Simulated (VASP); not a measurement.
Crystal: BN (zincblende type).

```
B N
1.0
     0.00000    1.81235    1.81235
     1.81235    0.00000    1.81235
     1.81235    1.81235    0.00000
B N
1 1
Cartesian
  0.0000 0.0000 0.0000
  0.9062 0.9062 0.9062
```

Base run:

- Program: VASP 6.6.1
- Functional: r2SCAN
- Potentials or basis: VASP PAW PBE potentials, release 64 (B, N)
- Cutoff: 660 eV
- k mesh: 16 × 16 × 16
- Occupations: fermi-dirac, width 0.03 eV
- Spin: no spin polarisation

Its results: band gap on the k mesh 4.97 eV, indirect (least direct gap 9.49 eV); pressure -3.6 GPa.

The run is repeated on the same cell with these changes: functional from r2SCAN to PBE; cutoff from 660 eV to 520 eV. What comes out?

Band gap on the k mesh 4.45 eV, indirect (least direct gap 8.78 eV); pressure 0.2 GPa.

r2SCAN gives the wider gap, since meta-GGAs in the generalised Kohn-Sham scheme recover part of the derivative discontinuity.

Caveats: the PAW data sets were made with another functional, which shifts forces and pressure a little (some runs).

A k mesh can miss the band edges.
